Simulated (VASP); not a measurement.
Crystal: Mg.

```
CELL_PARAMETERS angstrom
2.92775 0.00000 0.00000
0.00000 2.92775 0.00000
0.00000 0.00000 2.92775
ATOMIC_POSITIONS crystal
Mg 0.00000 0.00000 0.00000
```

This isn't the form of Mg at room conditions, which is hcp.

```yaml
Program: VASP 6.6.1
Task: relaxation of cell and atoms
Functional: r2SCAN
Potentials_or_basis: VASP PAW PBE potentials, release 64 (Mg)
Cutoff: 600 eV
k_mesh: 11 × 11 × 11
Occupations: fermi-dirac, width 0.1 eV
Spin: no spin polarisation
```

At the start: pressure 1.7 GPa; volume 25.10 Å³/atom.

Question: How do energy, volume and symmetry change on relaxing?

Answer: Over 3 steps the energy falls by 8.0 meV/atom and the volume is 26.69 Å³/atom (+6.3 %); space group Pm-3m (No. 221, to 0.1 Å) before and after.

The path:
| step | energy change (eV) | largest force (eV/Å) | pressure (GPa) | volume (Å³) |
| --- | --- | --- | --- | --- |
| 1 | 0.0000 | 0.0000 | 1.71 | 25.10 |
| 2 | -0.0069 | 0.0000 | 0.58 | 26.08 |
| 3 | -0.0080 | 0.0000 | -0.02 | 26.69 |

Final structure:
```xyz
1
Lattice="2.9884 0.0000 0.0000 0.0000 2.9884 0.0000 0.0000 0.0000 2.9884" Properties=species:S:1:pos:R:3 pbc="T T T"
Mg    0.0000    0.0000    0.0000
```

Caveat: the PAW data sets were made with another functional, which shifts forces and pressure a little.
